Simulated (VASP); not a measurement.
# AlW (Cmmm) in VASP: single point with PBEsol

Aim: the single point of AlW with PBEsol.

Everything below comes from runs of VASP 6.6.1. Logs are shortened: lines on timing, memory, paths and dates and some standing lists are left out, and cuts for length are marked.

## (1) The cell of the first run

Symmetry: Cmmm, No. 65, orthorhombic system. Conventional cell: a = 3.183 Å, b = 4.047 Å, c = 4.489 Å, α = 90.00°, β = 90.00°, γ = 90.00°. Al (site symmetry mmm) has 6 Al at 2.57 to 3.18 Å and 8 W at 2.75 to 3.02 Å within 3.4 Å. Within 3.4 Å of W (site symmetry mmm) lie 6 W at 2.57 to 3.18 Å and 8 Al at 2.75 to 3.02 Å.

## (2) Single point, PBEsol

INCAR reads:

```
SYSTEM = AlW
ALGO = Normal ; EDIFF = 1E-6
ENCUT = 520 ; GGA = PS
ISIF = 2 ; ISMEAR = 0
LASPH = .True. ; LCHARG = .False.
LREAL = .False. ; LWAVE = .False.
NBANDS = 25 ; NELM = 60
PREC = Accurate ; SIGMA = 0.1
```

KPOINTS reads:

```
k-points
0
Gamma
  4 6 4
  0 0 0
```

POSCAR reads:

```
AlW
1.0
    4.4888990592      0.0000000000      0.0137661563
    0.0000000000      3.1830302809      0.0000000000
   -0.0124119545      0.0000000000      4.0474158642
Al W
2 2
Direct
    0.5000000000      0.2500002078      0.7500000000
    0.5000000000      0.7499997922      0.2500000000
    0.0000000000      0.7500072605      0.7500000000
    0.0000000000      0.2499927395      0.2500000000
```

Potentials or basis: VASP PAW PBE potentials, release 64 (Al, W_sv).

Launch:

```sh
cat potpaw_PBE.64/Al/POTCAR potpaw_PBE.64/W_sv/POTCAR > POTCAR
mpirun -np 1 vasp_std > vasp.out
```

OUTCAR:

```text
SYSTEM = AlW
   EDIFF = 1E-6
   ENCUT = 520
   GGA = PS
   ISIF = 2
   ISMEAR = 0
   LASPH = .True.
   LREAL = .False.
   NELM = 60
   PREC = Accurate

 ion  position               nearest neighbor table
   1  0.500  0.250  0.750-   2 2.57   2 2.57   2 2.57   2 2.57   3 2.75   3 2.75   3 2.75   3 2.75
                             4 3.02   4 3.02   4 3.02   4 3.02
   2  0.500  0.750  0.250-   1 2.57   1 2.57   1 2.57   1 2.57   4 2.75   4 2.75   4 2.75   4 2.75
                             3 3.02   3 3.02   3 3.02   3 3.02
   3  0.000  0.750  0.750-   4 2.57   4 2.57   4 2.57   4 2.57   1 2.75   1 2.75   1 2.75   1 2.75
                             2 3.02   2 3.02   2 3.02   2 3.02
   4  0.000  0.250  0.250-   3 2.57   3 2.57   3 2.57   3 2.57   2 2.75   2 2.75   2 2.75   2 2.75
                             1 3.02   1 3.02   1 3.02   1 3.02

  LATTYP: Found a simple orthorhombic cell.
 ALAT       =     3.1830302809
 B/A-ratio  =     1.2715665697
 C/A-ratio  =     1.4102662468

  Lattice vectors:

 A1 = (   0.0000000000,   3.1830302809,   0.0000000000)
 A2 = (  -0.0124119545,   0.0000000000,   4.0474158642)
 A3 = (   4.4888990592,   0.0000000000,   0.0137661563)

Analysis of symmetry for initial positions (statically):
=====================================================================
 Subroutine PRICEL returns:
 Original cell was already a primitive cell.

 Routine SETGRP: Setting up the symmetry group for a
 simple orthorhombic supercell.

 Subroutine GETGRP returns: Found  8 space group operations
 (whereof  4 operations were pure point group operations)
 out of a pool of  8 trial point group operations.

The static configuration has the point symmetry C_2h.
 The point group associated with its full space group is D_2h.

Analysis of symmetry for dynamics (positions and initial velocities):
=====================================================================
 Subroutine PRICEL returns:
 Original cell was already a primitive cell.

 Routine SETGRP: Setting up the symmetry group for a
 simple orthorhombic supercell.

 Subroutine GETGRP returns: Found  8 space group operations
 (whereof  4 operations were pure point group operations)
 out of a pool of  8 trial point group operations.

The dynamic configuration has the point symmetry C_2h.
 The point group associated with its full space group is D_2h.

 Subroutine INISYM returns: Found  8 space group operations
 (whereof  4 operations are pure point group operations),
 and found     1 'primitive' translations

----------------------------------------------------------------------------------------

                                     Primitive cell

  volume of cell :      57.8312

  direct lattice vectors                    reciprocal lattice vectors
     4.488899059  0.000000000  0.013766156     0.222769677  0.000000000  0.000683154
     0.000000000  3.183030281  0.000000000     0.000000000  0.314166034  0.000000000
    -0.012411955  0.000000000  4.047415864    -0.000757689  0.000000000  0.247068903

  length of vectors
     4.488920168  3.183030281  4.047434896     0.222770725  0.314166034  0.247070064

  position of ions in fractional coordinates (direct lattice)
     0.500000000  0.250000208  0.750000000
     0.500000000  0.749999792  0.250000000
     0.000000000  0.750007260  0.750000000
     0.000000000  0.249992740  0.250000000

  ion indices of the primitive-cell ions
   primitive index   ion index
                 1           1
                 2           2
                 3           3
                 4           4

----------------------------------------------------------------------------------------

 KPOINTS: k-points

Automatic generation of k-mesh.
 Grid dimensions read from file:
 generate k-points for:    4    6    4

 Generating k-lattice:

  Cartesian coordinates                     Fractional coordinates (reciprocal lattice)
     0.055692419  0.000000000  0.000170788     0.250000000  0.000000000  0.000000000
     0.000000000  0.052361006  0.000000000     0.000000000  0.166666667  0.000000000
    -0.000189422  0.000000000  0.061767226     0.000000000  0.000000000  0.250000000

  Length of vectors
     0.055692681  0.052361006  0.061767516

  Shift w.r.t. Gamma in fractional coordinates (k-lattice)
     0.000000000  0.000000000  0.000000000

 Subroutine IBZKPT returns following result:
 ===========================================

 Found     36 irreducible k-points:

 Following reciprocal coordinates:
            Coordinates               Weight
  0.000000  0.000000  0.000000      1.000000
  0.250000  0.000000  0.000000      2.000000
  0.500000  0.000000  0.000000      1.000000
  0.000000  0.166667  0.000000      2.000000
  0.250000  0.166667  0.000000      4.000000
  0.500000  0.166667  0.000000      2.000000
[... 16 lines left out ...]
  0.250000  0.500000  0.250000      4.000000
  0.500000  0.500000  0.250000      2.000000
 [... further k-points ...]
   k-points           NKPTS =     36   k-points in BZ     NKDIM =     36   number of bands    NBANDS=     25
   number of dos      NEDOS =    301   number of ions     NIONS =      4
   total plane-waves  NPLWV =  25920
   dimension x,y,z NGX =    36 NGY =   24 NGZ =   30
   dimension x,y,z NGXF=    72 NGYF=   48 NGZF=   60
   ions per type =               2   2
   NGX,Y,Z   is equivalent  to a cutoff of  13.33, 12.53, 12.32 a.u.
   NGXF,Y,Z  is equivalent  to a cutoff of  26.67, 25.07, 24.64 a.u.
 SYSTEM =  AlW
   PREC   = accura    normal or accurate (medium, high low for compatibility)
   ISTART =      0    job   : 0-new  1-cont  2-samecut
   ICHARG =      2    charge: 1-file 2-atom 10-const
   ISPIN  =      1    spin polarized calculation?
   LNONCOLLINEAR =      F non collinear calculations
   LSORBIT =      F    spin-orbit coupling
   LASPH  =      T    aspherical Exc in radial PAW
   ENCUT  =  520.0 eV  38.22 Ry    6.18 a.u.   8.35  5.92  7.53*2*pi/ulx,y,z
   NELM   =     60;   NELMIN=  2; NELMDL= -5     # of ELM steps
   EDIFF  = 0.1E-05   stopping-criterion for ELM
   LREAL  =      F    real-space projection
   EDIFFG = 0.1E-04   stopping-criterion for IOM
   NSW    =      0    number of steps for IOM
   IBRION =     -1    ionic relax: 0-MD 1-quasi-New 2-CG
   NFREE  =      0    steps in history (QN), initial steepest desc. (CG)
   ISIF   =      2    stress and relaxation
   ISYM   =      2    0-nonsym 1-usesym 2-fastsym
   POTIM  = 0.5000    time-step for ionic-motion
   TEBEG  =    0.0;   TEEND  =   0.0 temperature during run
   PSTRESS=    0.0 pullay stress
   NELECT =      34.0000    total number of electrons
   NUPDOWN=      -1.0000    fix difference up-down
   EMIN   =  10.00;   EMAX   =-10.00  energy-range for DOS
   EFERMI =   0.00;   METHOD = LEGACY
   ISMEAR =     0;   SIGMA  =   0.10  broadening in eV -4-tet -1-fermi 0-gaus
   EFERMI_NEDOS =   21; number of points for ismear=-14 and -15
   IALGO  =     38    algorithm
   IMIX   =      4    mixing-type and parameters
     AMIX     =   0.40;   BMIX     =  1.00
     AMIX_MAG =   1.60;   BMIX_MAG =  1.00
  volume/ion in A,a.u.               =      14.46        97.57
  Fermi-wavevector in a.u.,A,eV,Ry     =   1.371451  2.591667 25.590897  1.880878
  Thomas-Fermi vector in A             =   2.497147
   LORBIT       =      0    0 simple, 1 ext, 2 COOP (PROOUT), +10 PAW based schemes
   GGA     = PS    functional components
   LHFCALC =     F    Hartree Fock is set to
   AEXX    =    0.0000 exact exchange contribution
   IVDW    =     0    specifies the selected vdW correction
   LEPSILON=     F    determine dielectric tensor
   LRPA    =     F    only Hartree local field effects (RPA)
 non-spin polarized calculation
 Gauss-broadening in eV      SIGMA  =   0.10
  energy-cutoff  :      520.00
  volume of cell :       57.83
 maximum number of plane-waves:      1580
 NGX is ok and might be reduce to    36
   NGX = 17   NGY = 11   NGZ = 15

 number of electron      33.9999996 magnetization

 Free energy of the ion-electron system (eV)
  ---------------------------------------------------
  ext. energy  EPLUGINS =         0.00000000
  ---------------------------------------------------
  free energy    TOTEN  =       -35.05732650 eV

  energy without entropy =      -35.04679028  energy(sigma->0) =      -35.05205839

 E-fermi :  10.9811     XC(G=0): -12.5403

 val. band max:       10.9648071719   @ k =   0.5000   0.0000   0.0000
 cond. band min:      11.0360686453   @ k =   0.2500   0.0000   0.5000
 fundamental gap:      0.0712614734
 Fermi energy:        10.9811178975

 k-point     1 :       0.0000    0.0000    0.0000
  band No.  band energies     occupation
      1     -62.9854      2.00000
      2     -62.7320      2.00000
      3     -28.0561      2.00000
      4     -27.5403      2.00000
      5     -27.3367      2.00000
      6     -26.9626      2.00000
[... 17 lines left out ...]
     24      17.4914      0.00000
     25      18.7484      0.00000

 k-point     2 :       0.2500    0.0000    0.0000
  band No.  band energies     occupation
      1     -62.9853      2.00000
      2     -62.7319      2.00000
      3     -28.0559      2.00000
      4     -27.5402      2.00000
      5     -27.3407      2.00000
      6     -26.9644      2.00000
[... 17 lines left out ...]
     24      16.9044      0.00000
     25      17.1732      0.00000

 k-point     3 :       0.5000    0.0000    0.0000
  band No.  band energies     occupation
      1     -62.9853      2.00000
      2     -62.7320      2.00000
      3     -28.0557      2.00000
      4     -27.5402      2.00000
      5     -27.3446      2.00000
      6     -26.9663      2.00000
[... 17 lines left out ...]
     24      16.9063      0.00000
     25      17.4604      0.00000

 k-point     4 :       0.0000    0.1667    0.0000
  band No.  band energies     occupation
      1     -62.9664      2.00000
      2     -62.7469      2.00000
      3     -27.9465      2.00000
      4     -27.5359      2.00000
      5     -27.3066      2.00000
      6     -26.9823      2.00000
[... 17 lines left out ...]
     24      16.7255      0.00000
     25      17.8254      0.00000

 k-point     5 :       0.2500    0.1667    0.0000
  band No.  band energies     occupation
      1     -62.9664      2.00000
      2     -62.7470      2.00000
      3     -27.9463      2.00000
      4     -27.5357      2.00000
      5     -27.3102      2.00000
      6     -26.9841      2.00000
[... 17 lines left out ...]
     24      17.0750      0.00000
     25      17.9700      0.00000

 k-point     6 :       0.5000    0.1667    0.0000
  band No.  band energies     occupation
      1     -62.9664      2.00000
      2     -62.7469      2.00000
      3     -27.9461      2.00000
      4     -27.5356      2.00000
      5     -27.3138      2.00000
      6     -26.9858      2.00000
[... 17 lines left out ...]
     24      16.9709      0.00000
     25      18.7222      0.00000
[... 393 lines left out ...]
 k-point    21 :       0.5000    0.3333    0.2500
  band No.  band energies     occupation
      1     -62.8976      2.00000
      2     -62.8079      2.00000
      3     -27.9531      2.00000
      4     -27.5124      2.00000
      5     -27.2050      2.00000
      6     -27.0708      2.00000
[... 17 lines left out ...]
     24      15.5340      0.00000
     25      18.1879      0.00000

 k-point    22 :       0.0000    0.5000    0.2500
  band No.  band energies     occupation
      1     -62.8507      2.00000
      2     -62.8506      2.00000
      3     -27.8318      2.00000
      4     -27.8317      2.00000
      5     -27.1280      2.00000
      6     -27.1279      2.00000
[... 17 lines left out ...]
     24      16.1460      0.00000
     25      16.6730      0.00000

 k-point    23 :       0.2500    0.5000    0.2500
  band No.  band energies     occupation
      1     -62.8507      2.00000
      2     -62.8506      2.00000
      3     -27.8313      2.00000
      4     -27.8312      2.00000
      5     -27.1299      2.00000
      6     -27.1299      2.00000
[... 17 lines left out ...]
     24      14.9565      0.00000
     25      19.0561      0.00000

 k-point    24 :       0.5000    0.5000    0.2500
  band No.  band energies     occupation
      1     -62.8506      2.00000
      2     -62.8506      2.00000
      3     -27.8308      2.00000
      4     -27.8308      2.00000
      5     -27.1318      2.00000
      6     -27.1318      2.00000
[... 17 lines left out ...]
     24      14.2438      0.00000
     25      19.0726      0.00000

 [... further k-points ...]

------------------------ aborting loop because EDIFF is reached ----------------------------------------

  FORCE on cell =-STRESS in cart. coord.  units (eV):
  Direction    XX          YY          ZZ          XY          YZ          ZX
  --------------------------------------------------------------------------------------
  -------------------------------------------------------------------------------------
  Total       -4.5207345      6.5954395     12.1121707      0.0000000      0.0000000     -0.0510079
  in kB     -125.2440376    182.7224038    335.5598887      0.0000000      0.0000000     -1.4131409
  external PRESSURE =     131.0127516 kB  Pullay stress =       0.0000000 kB

 VOLUME and BASIS-vectors are now :
 -----------------------------------------------------------------------------
  energy-cutoff  :      520.00
  volume of cell :       57.83
      direct lattice vectors                 reciprocal lattice vectors
     4.488899059  0.000000000  0.013766156     0.222769677  0.000000000  0.000683154
     0.000000000  3.183030281  0.000000000     0.000000000  0.314166034  0.000000000
    -0.012411955  0.000000000  4.047415864    -0.000757689  0.000000000  0.247068903

 POSITION                                       TOTAL-FORCE (eV/Angst)
 -----------------------------------------------------------------------------------
      2.23514      0.79576      3.04244         0.000000      0.000034      0.000000
      2.24135      2.38727      1.01874         0.000000     -0.000034      0.000000
     -0.00931      2.38730      3.03556         0.000000     -0.000250     -0.000000
     -0.00310      0.79573      1.01185        -0.000000      0.000250     -0.000000
 -----------------------------------------------------------------------------------
    total drift:                                0.000000      0.000000      0.000000

  FREE ENERGIE OF THE ION-ELECTRON SYSTEM (eV)
  ---------------------------------------------------
  free  energy   TOTEN  =       -35.0573264989 eV

  energy  without entropy=      -35.0467902750  energy(sigma->0) =      -35.05205839
```

Run time: 32 s. Hardware: 1 thread of Intel Xeon Platinum 8488C (Sapphire Rapids), shared host; peak memory 0.19 GiB.

Results:

* Free energy: -35.0573 eV
* Pressure: 13.1 GPa
* Band gap on the k mesh: zero (band 17 reaches 13.64 eV, above the bottom of band 18 at 9.67 eV)

Levels at points of the mesh, in eV from the Fermi level:
| k point | band 14 | band 15 | band 16 | band 17 | band 18 | band 19 | band 20 | band 21 |
| --- | --- | --- | --- | --- | --- | --- | --- | --- |
| (0.00, 0.00, 0.00) | -2.86 | -2.40 | -2.23 | -1.41 | 2.12 | 2.65 | 3.30 | 3.36 |
| (0.50, 0.00, 0.00) | -3.24 | -2.14 | -0.02 | 0.53 | 1.95 | 2.67 | 2.76 | 3.13 |
| (0.00, 0.50, 0.00) | -2.53 | -2.01 | -2.01 | -0.93 | -0.93 | 2.49 | 2.49 | 2.66 |
| (0.50, 0.50, 0.00) | -2.20 | -1.51 | -1.51 | -1.00 | -1.00 | -0.74 | -0.74 | 3.25 |
| (0.00, 0.00, 0.50) | -3.54 | -0.44 | -0.44 | -0.11 | -0.11 | 0.07 | 0.07 | 4.20 |
| (0.50, 0.00, 0.50) | -1.78 | -0.53 | -0.53 | -0.30 | -0.30 | 0.05 | 0.05 | 0.37 |
| (0.00, 0.50, 0.50) | -4.49 | -3.96 | -3.96 | 2.66 | 2.66 | 2.93 | 2.93 | 3.39 |
| (0.50, 0.50, 0.50) | -4.11 | -1.27 | -1.27 | -1.03 | -1.03 | 2.35 | 2.35 | 2.69 |

Caveat: the k points lie up to 0.39 Å⁻¹ apart; the PAW data sets were made with another functional, which shifts forces and pressure a little; spin-orbit coupling is left out, which moves the levels of the heavy elements.
